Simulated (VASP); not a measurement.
# Cd (Fm-3m) in VASP: further runs

The runs below take Cd through single point, relaxation of cell and atoms, with PBE.

Everything below comes from runs of VASP 6.6.1. Logs are shortened: lines on timing, memory, paths and dates and some standing lists are left out, and cuts for length are marked.

## Step 1: The cell of the first run

It takes space group Fm-3m (No. 225, cubic). The conventional cell has a = 3.370 Å, b = 3.370 Å, c = 3.370 Å, α = 90.00°, β = 90.00°, γ = 90.00°. Within 3.1 Å of Cd (site symmetry m-3m) lie 12 Cd at 2.38 Å.

This isn't the form of Cd at room conditions, which is hcp.

## Step 2: Single point, PBE

INCAR reads:

```
SYSTEM = Cd
PREC = Accurate
ENCUT = 520
EDIFF = 1E-6
ISMEAR = -1
SIGMA = 0.1
LREAL = .False.
LASPH = .True.
NELM = 60
ALGO = Normal
ISIF = 2
LWAVE = .False.
LCHARG = .False.
GGA = PE
NBANDS = 12
```

KPOINTS reads:

```
regular mesh
0
Gamma
  19 19 19
  0 0 0
```

POSCAR reads:

```
Cd
1.0
    0.0000000000      1.6848079017      1.6848079017
    1.6848079017      0.0000000000      1.6848079017
    1.6848079017      1.6848079017      0.0000000000
Cd
1
Direct
    0.0000000000      0.0000000000      0.0000000000
```

Potentials or basis: VASP PAW PBE potentials, release 64 (Cd).

Command:

```console
cat potpaw_PBE.64/Cd/POTCAR > POTCAR
mpirun -np 1 vasp_std > vasp.out
```

OUTCAR:

```text
SYSTEM = Cd
   PREC = Accurate
   ENCUT = 520
   EDIFF = 1E-6
   ISMEAR = -1
   LREAL = .False.
   LASPH = .True.
   NELM = 60
   ISIF = 2
   GGA = PE

 ion  position               nearest neighbor table
   1  0.000  0.000  0.000-

  LATTYP: Found a face centered cubic cell.
 ALAT       =     3.3696158034

  Lattice vectors:

 A1 = (   0.0000000000,   1.6848079017,   1.6848079017)
 A2 = (   1.6848079017,   0.0000000000,   1.6848079017)
 A3 = (   1.6848079017,   1.6848079017,   0.0000000000)

Analysis of symmetry for initial positions (statically):
=====================================================================
 Subroutine PRICEL returns:
 Original cell was already a primitive cell.

 Routine SETGRP: Setting up the symmetry group for a
 face centered cubic supercell.

 Subroutine GETGRP returns: Found 48 space group operations
 (whereof 48 operations were pure point group operations)
 out of a pool of 48 trial point group operations.

The static configuration has the point symmetry O_h .

Analysis of symmetry for dynamics (positions and initial velocities):
=====================================================================
 Subroutine PRICEL returns:
 Original cell was already a primitive cell.

 Routine SETGRP: Setting up the symmetry group for a
 face centered cubic supercell.

 Subroutine GETGRP returns: Found 48 space group operations
 (whereof 48 operations were pure point group operations)
 out of a pool of 48 trial point group operations.

The dynamic configuration has the point symmetry O_h .

 Subroutine INISYM returns: Found 48 space group operations
 (whereof 48 operations are pure point group operations),
 and found     1 'primitive' translations

----------------------------------------------------------------------------------------

                                     Primitive cell

  volume of cell :       9.5649

  direct lattice vectors                    reciprocal lattice vectors
     0.000000000  1.684807902  1.684807902    -0.296769738  0.296769738  0.296769738
     1.684807902  0.000000000  1.684807902     0.296769738 -0.296769738  0.296769738
     1.684807902  1.684807902  0.000000000     0.296769738  0.296769738 -0.296769738

  length of vectors
     2.382678185  2.382678185  2.382678185     0.514020265  0.514020265  0.514020265

  position of ions in fractional coordinates (direct lattice)
     0.000000000  0.000000000  0.000000000

  ion indices of the primitive-cell ions
   primitive index   ion index
                 1           1

----------------------------------------------------------------------------------------

 KPOINTS: regular mesh

Automatic generation of k-mesh.
 Grid dimensions read from file:
 generate k-points for:   19   19   19

 Generating k-lattice:

  Cartesian coordinates                     Fractional coordinates (reciprocal lattice)
    -0.015619460  0.015619460  0.015619460     0.052631579  0.000000000  0.000000000
     0.015619460 -0.015619460  0.015619460     0.000000000  0.052631579  0.000000000
     0.015619460  0.015619460 -0.015619460     0.000000000  0.000000000  0.052631579

  Length of vectors
     0.027053698  0.027053698  0.027053698

  Shift w.r.t. Gamma in fractional coordinates (k-lattice)
     0.000000000  0.000000000  0.000000000

 Subroutine IBZKPT returns following result:
 ===========================================

 Found    220 irreducible k-points:

 Following reciprocal coordinates:
            Coordinates               Weight
  0.000000  0.000000  0.000000      1.000000
  0.052632  0.000000  0.000000      8.000000
  0.105263  0.000000  0.000000      8.000000
  0.157895  0.000000  0.000000      8.000000
  0.210526  0.000000  0.000000      8.000000
  0.263158  0.000000  0.000000      8.000000
[... 16 lines left out ...]
 -0.315789  0.052632  0.000000     24.000000
 -0.263158  0.052632  0.000000     24.000000
 [... further k-points ...]
   k-points           NKPTS =    220   k-points in BZ     NKDIM =    220   number of bands    NBANDS=     12
   number of dos      NEDOS =    301   number of ions     NIONS =      1
   total plane-waves  NPLWV =   5832
   dimension x,y,z NGX =    18 NGY =   18 NGZ =   18
   dimension x,y,z NGXF=    36 NGYF=   36 NGZF=   36
   ions per type =               1
   NGX,Y,Z   is equivalent  to a cutoff of  12.56, 12.56, 12.56 a.u.
   NGXF,Y,Z  is equivalent  to a cutoff of  25.12, 25.12, 25.12 a.u.
 SYSTEM =  Cd
   PREC   = accura    normal or accurate (medium, high low for compatibility)
   ISTART =      0    job   : 0-new  1-cont  2-samecut
   ICHARG =      2    charge: 1-file 2-atom 10-const
   ISPIN  =      1    spin polarized calculation?
   LNONCOLLINEAR =      F non collinear calculations
   LSORBIT =      F    spin-orbit coupling
   LASPH  =      T    aspherical Exc in radial PAW
   ENCUT  =  520.0 eV  38.22 Ry    6.18 a.u.   4.43  4.43  4.43*2*pi/ulx,y,z
   NELM   =     60;   NELMIN=  2; NELMDL= -5     # of ELM steps
   EDIFF  = 0.1E-05   stopping-criterion for ELM
   LREAL  =      F    real-space projection
   EDIFFG = 0.1E-04   stopping-criterion for IOM
   NSW    =      0    number of steps for IOM
   IBRION =     -1    ionic relax: 0-MD 1-quasi-New 2-CG
   NFREE  =      0    steps in history (QN), initial steepest desc. (CG)
   ISIF   =      2    stress and relaxation
   ISYM   =      2    0-nonsym 1-usesym 2-fastsym
   POTIM  = 0.5000    time-step for ionic-motion
   TEBEG  =    0.0;   TEEND  =   0.0 temperature during run
   PSTRESS=    0.0 pullay stress
   NELECT =      12.0000    total number of electrons
   NUPDOWN=      -1.0000    fix difference up-down
   EMIN   =  10.00;   EMAX   =-10.00  energy-range for DOS
   EFERMI =   0.00;   METHOD = LEGACY
   ISMEAR =    -1;   SIGMA  =   0.10  broadening in eV -4-tet -1-fermi 0-gaus
   EFERMI_NEDOS =   21; number of points for ismear=-14 and -15
   IALGO  =     38    algorithm
   IMIX   =      4    mixing-type and parameters
     AMIX     =   0.40;   BMIX     =  1.00
     AMIX_MAG =   1.60;   BMIX_MAG =  1.00
  volume/ion in A,a.u.               =       9.56        64.55
  Fermi-wavevector in a.u.,A,eV,Ry     =   1.765665  3.336622 42.417131  3.117571
  Thomas-Fermi vector in A             =   2.833401
   LORBIT       =      0    0 simple, 1 ext, 2 COOP (PROOUT), +10 PAW based schemes
   GGA     = PE    functional components
[... 5 lines left out ...]
 non-spin polarized calculation
  energy-cutoff  :      520.00
  volume of cell :        9.56
 maximum number of plane-waves:       271
 NGX is ok and might be reduce to    18
   NGX =  9   NGY =  9   NGZ =  9

 number of electron      11.9999993 magnetization

 Free energy of the ion-electron system (eV)
  ---------------------------------------------------
  ext. energy  EPLUGINS =         0.00000000
  ---------------------------------------------------
  free energy    TOTEN  =         6.53095236 eV

  energy without entropy =        6.53836706  energy(sigma->0) =        6.53465971

 E-fermi :  14.7538     XC(G=0): -16.1061

 val. band max:       14.6093605727   @ k =  -0.3158   0.4737   0.2105
 cond. band min:      14.7650390871   @ k =  -0.4737   0.1053   0.0000
 fundamental gap:      0.1556785144
 Fermi energy:        14.7538099271

 k-point     1 :       0.0000    0.0000    0.0000
  band No.  band energies     occupation
      1      -5.0568      2.00000
      2      -1.4371      2.00000
      3      -1.4371      2.00000
      4      -1.4371      2.00000
      5       0.8768      2.00000
      6       0.8768      2.00000
      7      28.0539      0.00000
      8      34.8754      0.00000
      9      34.8754      0.00000
     10      34.8754      0.00000
     11      39.8387      0.00000
     12      44.6276      0.00000

 k-point     2 :       0.0526    0.0000    0.0000
  band No.  band energies     occupation
      1      -4.9173      2.00000
      2      -1.4826      2.00000
      3      -1.3843      2.00000
      4      -1.3843      2.00000
      5       0.8529      2.00000
      6       0.8529      2.00000
      7      28.1779      0.00000
      8      33.6799      0.00000
      9      34.9991      0.00000
     10      34.9991      0.00000
     11      40.7719      0.00000
     12      44.4707      0.00000

 k-point     3 :       0.1053    0.0000    0.0000
  band No.  band energies     occupation
      1      -4.5270      2.00000
      2      -1.5832      2.00000
      3      -1.2445      2.00000
      4      -1.2445      2.00000
      5       0.8016      2.00000
      6       0.8016      2.00000
      7      28.4361      0.00000
      8      31.5211      0.00000
      9      35.3455      0.00000
     10      35.3455      0.00000
     11      41.0418      0.00000
     12      43.9424      0.00000
[... 286 lines left out ...]
 k-point    23 :      -0.3158    0.0526    0.0000
  band No.  band energies     occupation
      1      -3.8802      2.00000
      2      -1.2452      2.00000
      3      -1.1502      2.00000
      4       0.9731      2.00000
      5       1.5205      2.00000
      6       2.9113      2.00000
      7      20.2242      0.00000
      8      28.1113      0.00000
      9      34.0209      0.00000
     10      37.3677      0.00000
     11      39.5429      0.00000
     12      39.5695      0.00000

 k-point    24 :      -0.2632    0.0526    0.0000
  band No.  band energies     occupation
      1      -3.6449      2.00000
      2      -1.1161      2.00000
      3      -0.9985      2.00000
      4      -0.0675      2.00000
      5       1.0423      2.00000
      6       2.0188      2.00000
      7      22.7678      0.00000
      8      28.7648      0.00000
      9      34.5891      0.00000
     10      38.6224      0.00000
     11      38.6858      0.00000
     12      39.4450      0.00000

 [... further k-points ...]

------------------------ aborting loop because EDIFF is reached ----------------------------------------

  FORCE on cell =-STRESS in cart. coord.  units (eV):
  Direction    XX          YY          ZZ          XY          YZ          ZX
  --------------------------------------------------------------------------------------
  -------------------------------------------------------------------------------------
  Total       26.3090871     26.3090871     26.3090871     -0.0000000      0.0000000      0.0000000
  in kB     4406.9202741   4406.9202741   4406.9202741     -0.0000000      0.0000000      0.0000000
  external PRESSURE =    4406.9202741 kB  Pullay stress =       0.0000000 kB

 VOLUME and BASIS-vectors are now :
 -----------------------------------------------------------------------------
  energy-cutoff  :      520.00
  volume of cell :        9.56
      direct lattice vectors                 reciprocal lattice vectors
     0.000000000  1.684807902  1.684807902    -0.296769738  0.296769738  0.296769738
     1.684807902  0.000000000  1.684807902     0.296769738 -0.296769738  0.296769738
     1.684807902  1.684807902  0.000000000     0.296769738  0.296769738 -0.296769738

 POSITION                                       TOTAL-FORCE (eV/Angst)
 -----------------------------------------------------------------------------------
      0.00000      0.00000      0.00000        -0.000000     -0.000000      0.000000
 -----------------------------------------------------------------------------------
    total drift:                                0.000000     -0.000000      0.000000

  FREE ENERGIE OF THE ION-ELECTRON SYSTEM (eV)
  ---------------------------------------------------
  free  energy   TOTEN  =         6.5309523592 eV

  energy  without entropy=        6.5383670601  energy(sigma->0) =        6.53465971
```

Run time: 12 s. Hardware: 1 thread of AMD EPYC 9R45 (Zen 5), shared host; peak memory 0.11 GiB.

Results:

```
Free energy            : 6.5310 eV
Pressure               : 440.7 GPa
Band gap on the k mesh : zero (bands 6 and 7 overlap by 1.35 eV)
```

Levels at points of the mesh, in eV from the Fermi level:
| k point | band 3 | band 4 | band 5 | band 6 | band 7 | band 8 | band 9 | band 10 |
| --- | --- | --- | --- | --- | --- | --- | --- | --- |
| (0.00, 0.00, 0.00) | -16.19 | -16.19 | -13.88 | -13.88 | 13.30 | 20.12 | 20.12 | 20.12 |

Caveat: the cell stands under pressure.

## Step 3: Relaxation of cell and atoms, PBE, target pressure 420 GPa, at which the enthalpy is minimised

INCAR reads:

```
PREC     = Accurate       # precision mode
ENCUT    = 600            # plane-wave cutoff, eV
EDIFF    = 1E-6           # SCF threshold, eV
ISMEAR   = -1             # smearing method
SIGMA    = 0.1            # smearing width, eV
LREAL    = False          # projectors in reciprocal space
LASPH    = True           # aspherical terms in the spheres
NELM     = 80             # most SCF steps
ALGO     = Normal         # electronic algorithm
ISIF     = 3              # what is computed and relaxed
LWAVE    = False          # write WAVECAR
LCHARG   = False          # write CHGCAR
GGA      = PE             # functional
IBRION   = 2              # ionic algorithm
NSW      = 60             # ionic steps
EDIFFG   = -0.005         # ionic threshold
PSTRESS  = 4200.0
```

KPOINTS reads:

```
regular mesh
0
Gamma
  19 19 19
```

POSCAR reads:

```
Cd
1.0
    0.0000000000      1.6836991429      1.6836991429
    1.6836991429      0.0000000000      1.6836991429
    1.6836991429      1.6836991429      0.0000000000
Cd
1
Direct
    0.0000000000      0.0000000000      0.0000000000
```

Potentials or basis: VASP PAW PBE potentials, release 64 (Cd).

Command:

```console
cat potpaw_PBE.64/Cd/POTCAR > POTCAR
mpirun -np 1 vasp_std > vasp.out
```

Wall time 34 s (1 thread of AMD EPYC 9R45 (Zen 5), shared host); peak memory 0.13 GiB.

The run converged. Its results:

- Free energy: 6.2160 eV
- Relaxed volume: 9.68 Å³/atom
- Relaxed cell: a = 2.392 Å, b = 2.392 Å, c = 2.392 Å, α = 60.00°, β = 60.00°, γ = 60.00°
- Space group after relaxing (to 0.1 Å): Fm-3m (No. 225)
- Energy change on relaxing (the run minimises the enthalpy): -366.9 meV/atom
- Ionic steps: 4
- Pressure after relaxing: 419.9 GPa
- Band gap on the k mesh: zero (bands 6 and 7 overlap by 1.38 eV)

Step by step:
```csv
step,energy change (eV),largest force (eV/Å),pressure (GPa),volume (Å³)
1,0.0000,0.0000,443.80,9.55
2,-3.9566,0.0000,197.97,11.64
3,-0.4091,0.0000,417.23,9.70
4,-0.3669,0.0000,419.92,9.68
```

Final structure:
```xyz
1
Lattice="0.0000 1.6917 1.6917 1.6917 0.0000 1.6917 1.6917 1.6917 0.0000" Properties=species:S:1:pos:R:3 pbc="T T T"
Cd    0.0000    0.0000    0.0000
```

Levels at points of the mesh, in eV from the Fermi level:
```tsv
k point	band 3	band 4	band 5	band 6	band 7	band 8	band 9	band 10
(0.00, 0.00, 0.00)	-15.99	-15.99	-13.72	-13.72	13.39	20.11	20.11	20.11
```

Caveat: the cell is relaxed towards a set pressure, so the run minimises the enthalpy, not the energy.

## Step 4: Relaxation of cell and atoms, PBE, target pressure 420 GPa, at which the enthalpy is minimised

INCAR reads:

```
PREC = Accurate
ENCUT = 600
EDIFF = 1E-7
ISMEAR = -1
SIGMA = 0.1
LREAL = F
LASPH = T
NELM = 60
ALGO = Normal
ISIF = 3
LWAVE = F
LCHARG = F
GGA = PE
IBRION = 2
NSW = 32
EDIFFG = -0.005
PSTRESS = 4200.0
```

KPOINTS reads:

```
Automatic mesh
0
Gamma
  19 19 19
```

POSCAR reads:

```
Cd
1.0
    0.0000000000      1.6848079017      1.6848079017
    1.6848079017      0.0000000000      1.6848079017
    1.6848079017      1.6848079017      0.0000000000
Cd
1
Direct
    0.0000000000      0.0000000000      0.0000000000
```

Command:

```console
cat potpaw_PBE.64/Cd/POTCAR > POTCAR
mpirun -np 1 vasp_std > vasp.out
```

Wall time 36 s (1 thread of AMD EPYC 9R45 (Zen 5), shared host); peak memory 0.13 GiB.

The run converged. Its results:

| Property | Result |
| --- | --- |
| Free energy | 6.2163 eV |
| Relaxed volume | 9.68 Å³/atom |
| Relaxed cell | a = 2.392 Å, b = 2.392 Å, c = 2.392 Å, α = 60.00°, β = 60.00°, γ = 60.00° |
| Space group after relaxing (to 0.1 Å) | Fm-3m (No. 225) |
| Energy change on relaxing (the run minimises the enthalpy) | -314.4 meV/atom |
| Ionic steps | 4 |
| Pressure after relaxing | 420.0 GPa |
| Band gap on the k mesh | zero (bands 6 and 7 overlap by 1.38 eV) |

The path:
| step | energy change (eV) | largest force (eV/Å) | pressure (GPa) | volume (Å³) |
| --- | --- | --- | --- | --- |
| 1 | 0.0000 | 0.0000 | 440.41 | 9.56 |
| 2 | -3.5260 | 0.0000 | 220.38 | 11.35 |
| 3 | -0.3453 | 0.0000 | 417.98 | 9.69 |
| 4 | -0.3144 | 0.0000 | 419.97 | 9.68 |

Final structure:
```
Cd
1.0
     0.00000    1.69166    1.69166
     1.69166    0.00000    1.69166
     1.69166    1.69166    0.00000
Cd
1
Direct
  0.00000 0.00000 0.00000
```

Levels at points of the mesh, in eV from the Fermi level:
```tsv
k point	band 3	band 4	band 5	band 6	band 7	band 8	band 9	band 10
(0.00, 0.00, 0.00)	-15.99	-15.99	-13.73	-13.73	13.39	20.11	20.11	20.11
```

Caveat: the cell is relaxed towards a set pressure, so the run minimises the enthalpy, not the energy.

## Step 5: Overview

| task | cell | cutoff (eV) | gap on the mesh (eV) | pressure (GPa) |
| --- | --- | --- | --- | --- |
| single point | a = 2.383 Å, angles 60.0°, 1 atom | 520 | none | 440.7 |
| relaxation of cell and atoms | relaxed to 420 GPa from a = 2.381 Å, angles 60.0°, 1 atom | 600 | none | 419.9 |
| relaxation of cell and atoms | relaxed to 420 GPa from a = 2.383 Å, angles 60.0°, 1 atom | 600 | none | 420.0 |

Alike in all rows: level PBE; potentials or basis VASP PAW PBE potentials, release 64 (Cd); no spin polarisation; k mesh 19 × 19 × 19; smearing fermi-dirac 0.1 eV.

Caveats: the cell is relaxed towards a set pressure, so the run minimises the enthalpy, not the energy (at least some runs); the cell stands under pressure (at least some runs).

Total energies depend on the potentials used, so only differences within one code and one set of settings carry meaning.

The gap in the log of VASP goes by the Fermi energy; the results here count the filled bands.